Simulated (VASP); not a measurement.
## B5P: relaxation of cell and atoms with PBE

B5P:

```xyz
6
Lattice="3.9842 0.0000 0.0000 -1.9921 3.4505 0.0000 0.0000 0.0000 3.7919" Properties=species:S:1:pos:R:3 pbc="T T T"
B     0.0000    2.3003    1.8959
B    -1.3363    2.3145    0.0000
B     2.6726    0.0000    0.0000
B     0.6558    1.1359    0.0000
B     1.9921    1.1502    1.8959
P     0.0000    0.0000    1.8959
```

The cell was built from a structure type or drawn by symmetry, and may not be a known phase.

* Program: VASP 6.6.1
* Task: relaxation of cell and atoms
* Functional: PBE
* Potentials or basis: VASP PAW PBE potentials, release 64 (B, P)
* Cutoff: 500 eV
* k mesh: 5 × 5 × 4
* Occupations: gaussian, width 0.2 eV
* Spin: no spin polarisation
* Dipole correction: no
* Further INCAR settings: ALGO = Normal; EDIFF = 1e-07; IBRION = 2; EDIFFG = -0.08; NSW = 36; ISIF = 3

- Relaxed volume: 8.25 Å³/atom
- Relaxed cell: a = 3.514 Å, b = 3.514 Å, c = 4.632 Å, α = 90.00°, β = 90.00°, γ = 120.00°
- Space group after relaxing (to 0.1 Å): P6/mmm (No. 191)
- Energy gained by relaxing: 583.3 meV/atom
- Ionic steps: 20
- Pressure after relaxing: -0.3 GPa
- Largest force after relaxing: 0.019 eV/Å
- Band gap on the k mesh: zero (bands 10 and 11 overlap by 2.10 eV)

Forces on the atoms (eV/Å):
```
B    0.000  0.000  0.000
B   -0.009  0.016  0.000
B    0.019  0.000  0.000
B   -0.009 -0.016  0.000
B    0.000  0.000  0.000
P    0.000  0.000  0.000
```

Stress tensor (GPa, compression positive):
```
-0.53  0.00  0.00
 0.00 -0.53  0.00
 0.00  0.00  0.20
```

Step by step:
| step | energy change (eV) | largest force (eV/Å) | pressure (GPa) | volume (Å³) |
| --- | --- | --- | --- | --- |
| 1 | 0.0000 | 0.3407 | -22.68 | 52.13 |
| 2 | -1.6363 | 0.6196 | -1.20 | 43.27 |
| 3 | -1.7224 | 0.5998 | 7.70 | 41.59 |
| 4 | -1.9045 | 0.4035 | 6.32 | 42.36 |
| 5 | -1.9545 | 0.4290 | 6.96 | 42.66 |
| 6 | -2.2020 | 0.4295 | 8.62 | 43.19 |
| 7 | -2.1038 | 0.4769 | 19.66 | 43.98 |
| 8 | -2.2219 | 0.4574 | 14.47 | 43.70 |
| 9 | -2.2549 | 0.4155 | 9.97 | 43.36 |
| 10 | -2.2594 | 0.4266 | 12.14 | 43.54 |
| 11 | -2.4138 | 1.0716 | -6.50 | 49.05 |
| 12 | -2.4177 | 0.9538 | -3.96 | 48.08 |
| 13 | -2.6994 | 1.3302 | -5.12 | 49.49 |
| 14 | -3.0726 | 1.1294 | -7.18 | 51.38 |
| 15 | -3.2653 | 0.0155 | -12.72 | 55.31 |
| 16 | -3.3094 | 0.4200 | -10.45 | 53.94 |
| 17 | -3.4544 | 0.0483 | 0.14 | 50.85 |
| 18 | -3.4563 | 0.0076 | -1.08 | 51.15 |
| 19 | -3.4752 | 0.0107 | -1.03 | 50.72 |
| 20 | -3.4999 | 0.0187 | -0.28 | 49.53 |

Final structure:
```cif
data_structure
_symmetry_space_group_name_H-M 'P 1'
_symmetry_Int_Tables_number 1
_cell_length_a 3.5138
_cell_length_b 3.5138
_cell_length_c 4.6320
_cell_angle_alpha 90.000
_cell_angle_beta 90.000
_cell_angle_gamma 120.000
_cell_volume 49.53
loop_
_atom_site_label
_atom_site_type_symbol
_atom_site_fract_x
_atom_site_fract_y
_atom_site_fract_z
_atom_site_occupancy
B1 B 0.33333 0.66667 0.50000 1
B2 B 0.00000 0.49887 0.00000 1
B3 B 0.49887 0.00000 0.00000 1
B4 B 0.50113 0.50113 0.00000 1
B5 B 0.66667 0.33333 0.50000 1
P1 P 0.00000 0.00000 0.50000 1
```

Levels at points of the mesh, in eV from the Fermi level:
| k point | band 8 | band 9 | band 10 | band 11 | band 12 | band 13 |
| --- | --- | --- | --- | --- | --- | --- |
| (0.00, 0.00, 0.00) | -4.12 | -0.89 | -0.89 | -0.21 | 2.47 | 2.71 |
| (0.00, 0.00, 0.50) | -3.29 | -3.21 | -1.85 | -1.85 | 0.34 | 1.61 |

Wall time 2.8 min on 1 thread of Intel(R) Xeon(R) Platinum 8488C (Sapphire Rapids), on a shared host, peak memory 0.16 GiB.

Caveat: the k points lie up to 0.41 Å⁻¹ apart in the final cell, too coarse for converged energies and pressures of a metal; a cell axis changed by over 15 % at a fixed basis, so the end point is rough.
